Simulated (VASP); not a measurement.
Here is a VASP 6.6.1 calculation.

Contents of INCAR:

```
SYSTEM = SiC5
PREC     = Accurate       ! precision mode
ENCUT    = 520            ! plane-wave cutoff, eV
EDIFF    = 1E-6           ! SCF threshold, eV
ISMEAR   = 0              ! smearing method
SIGMA    = 0.01           ! smearing width, eV
LREAL    = .False.        ! projectors in reciprocal space
LASPH    = .True.         ! aspherical terms in the spheres
NELM     = 60             ! most SCF steps
ALGO     = Normal         ! electronic algorithm
ISIF     = 2              ! what is computed and relaxed
LWAVE    = .False.        ! write WAVECAR
LCHARG   = .True.         ! write CHGCAR
GGA      = PE             ! functional
LELF     = .True.         ! ELF
LVHAR    = .True.       
NBANDS   = 21             ! bands
```

Contents of KPOINTS:

```
Automatic mesh
0
Gamma
  18 18 4
  0 0 0
```

Contents of POSCAR:

```
SiC5
1.0
    2.4395025953      0.0000000000      0.0000000000
   -1.2197512976      2.1126712202      0.0000000000
    0.0000000000      0.0000000000     16.8385504802
Si C
1 5
Direct
    0.0000000000      0.0000000000      0.5000000000
    0.0000000000      0.0000000000      0.0000000000
    0.3333333333      0.6666666667      0.7581623312
    0.6666666667      0.3333333333      0.7581623312
    0.3333333333      0.6666666667      0.2418376688
    0.6666666667      0.3333333333      0.2418376688
```

Potentials or basis: VASP PAW PBE potentials, release 64 (Si, C).

The run is started by

```sh
$ cat potpaw_PBE.64/Si/POTCAR potpaw_PBE.64/C/POTCAR > POTCAR
$ mpirun -np 1 vasp_std > vasp.out
```

**Question.** What does it give for the pressure?

**Answer.** 0.2 GPa.

**Question.** What does it give for the band gap on the k mesh?

**Answer.** Zero (band 12 reaches 2.63 eV, above the bottom of band 13 at 1.87 eV).

Stress tensor (GPa, compression positive):
```
 0.25  0.00  0.00
 0.00  0.25  0.00
 0.00  0.00 -0.02
```
